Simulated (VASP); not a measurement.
Set up this calculation in VASP 6.6.1, as the native input.

- Task: relaxation of cell and atoms
- Functional: RPBE
- Potentials or basis: VASP PAW PBE potentials, release 64 (Be)
- Cutoff: 600 eV
- k mesh: 17 × 17 × 17
- Occupations: fermi-dirac, width 0.1 eV
- Spin: no spin polarisation
- Dipole correction: no
- Further INCAR settings: ALGO = Normal; EDIFF = 1e-07; IBRION = 2; EDIFFG = -0.01; NSW = 80; ISIF = 3

The structure of Be lies in POSCAR:

```
Be
1.0
    0.0000000000      1.5948182637      1.5948182637
    1.5948182637      0.0000000000      1.5948182637
    1.5948182637      1.5948182637      0.0000000000
Be
1
Direct
    0.0000000000      0.0000000000      0.0000000000
```

This isn't the form of Be at room conditions, which is hcp.

The input as run:

INCAR

```
  ALGO = Normal
  EDIFF = 1E-7
  EDIFFG = -0.01
  ENCUT = 600
  GGA = RP
  GGA_COMPAT = F
  IBRION = 2
  ISIF = 3
  ISMEAR = -1
  LASPH = T
  LCHARG = F
  LREAL = F
  LWAVE = F
  NELM = 120
  NELMIN = 4
  NSW = 80
  PREC = Accurate
  SIGMA = 0.1
```

KPOINTS

```
k-points
0
Gamma
  17 17 17
```

Potentials or basis: VASP PAW PBE potentials, release 64 (Be).

Run with:

```console
$ cat potpaw_PBE.64/Be/POTCAR > POTCAR
$ mpirun -np 1 vasp_std > vasp.out
```

Results of the run:

| Property | Result |
| --- | --- |
| Relaxed volume | 8.10 Å³/atom |
| Relaxed cell | a = 2.254 Å, b = 2.254 Å, c = 2.254 Å, α = 60.00°, β = 60.00°, γ = 60.00° |
| Space group after relaxing (to 0.1 Å) | Fm-3m (No. 225) |
| Energy gained by relaxing | 0.0 meV/atom |
| Ionic steps | 2 |
| Pressure after relaxing | 0.0 GPa |
| Band gap on the k mesh | zero (bands 1 and 2 overlap by 0.20 eV) |

Caveat: the PAW data sets were made with another functional, which shifts forces and pressure a little.

Run time: 6.3 s on 1 thread of Intel(R) Xeon(R) Platinum 8488C (Sapphire Rapids) (shared host), peak memory 0.11 GiB.
